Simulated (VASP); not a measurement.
Set up this calculation in VASP 6.6.1, as the native input.

```
Task                   : single point
Functional             : PBE
Potentials or basis    : VASP PAW PBE potentials, release 64 (Si, C)
Cutoff                 : 520 eV
k mesh                 : 14 × 14 × 4
Occupations            : fermi-dirac, width 0.05 eV
Spin                   : no spin polarisation
Dipole correction      : no
Further INCAR settings : ALGO = Normal; EDIFF = 1e-07; NBANDS = 26
```

The structure of SiC lies in POSCAR:

```
SiC
1.0
    3.0756941497      0.0000000000      0.0000000000
   -1.5378470748      2.6636292679      0.0000000000
    0.0000000000      0.0000000000     10.0706464800
Si C
4 4
Direct
    0.0000000000      0.0000000000      0.1878943800
    0.0000000000      0.0000000000      0.6878943800
    0.3333333333      0.6666666667      0.4378419800
    0.6666666667      0.3333333333      0.9378419800
    0.0000000000      0.0000000000      0.0004600500
    0.0000000000      0.0000000000      0.5004600500
    0.3333333333      0.6666666667      0.2498025900
    0.6666666667      0.3333333333      0.7498025900
```

The input as run:

INCAR

```
SYSTEM = SiC
ALGO = Normal
EDIFF = 1E-7
ENCUT = 520
GGA = PE
ISIF = 2
ISMEAR = -1
LASPH = .True.
LCHARG = .True.
LELF = .True.
LREAL = .False.
LVHAR = .True.
LWAVE = .False.
NBANDS = 26
NELM = 100
PREC = Accurate
SIGMA = 0.05
```

KPOINTS

```
k-points
0
Gamma
  14 14 4
  0 0 0
```

Potentials or basis: VASP PAW PBE potentials, release 64 (Si, C).

Command:

```console
$ cat potpaw_PBE.64/Si/POTCAR potpaw_PBE.64/C/POTCAR > POTCAR
$ mpirun -np 1 vasp_std > vasp.out
```

Results of the run:

- Pressure: 3.9 GPa
- Largest force: 0.006 eV/Å
- Band gap on the k mesh: 2.23 eV, indirect (least direct gap 3.35 eV)

Run time: 90 s on 1 thread of Intel(R) Xeon(R) Platinum 8488C (Sapphire Rapids), with other jobs on the host, peak memory 0.26 GiB.
